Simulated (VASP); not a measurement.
Runs of VASP 6.6.1 on S. The structure is that of space group Pm-3m (No. 221), or close to it. The cells are those of the table. This isn't the form of S at room conditions, which is orthorhombic, of S8 rings.

```csv
cell,gap on the mesh (eV),pressure (GPa)
"a = 2.452 Å, 1 atom",none,12.7
"a = 2.142 Å, 1 atom",none,102.3
"a = 2.357 Å, 1 atom",none,33.7
"a = 2.539 Å, 1 atom",none,0.1
"a = 2.015 Å, 1 atom",none,(b)
"a = 1.871 Å, 1 atom",none,388.0
"a = 2.255 Å, 1 atom",none,(a)
```

Alike in all rows: task single point; level PBEsol; potentials or basis VASP PAW PBE potentials, release 64 (S); no spin polarisation; k mesh 16 × 16 × 16; cutoff (eV) 520; smearing fermi-dirac 0.05 eV.

**Question.** Fill in the values left out.

**Answer.** (a) 59.8; (b) 176.7.

Caveats: the PAW data sets were made with another functional, which shifts forces and pressure a little; the cell stands under pressure (at least some runs).

A gap of «none» marks levels without a gap at the run's occupations.
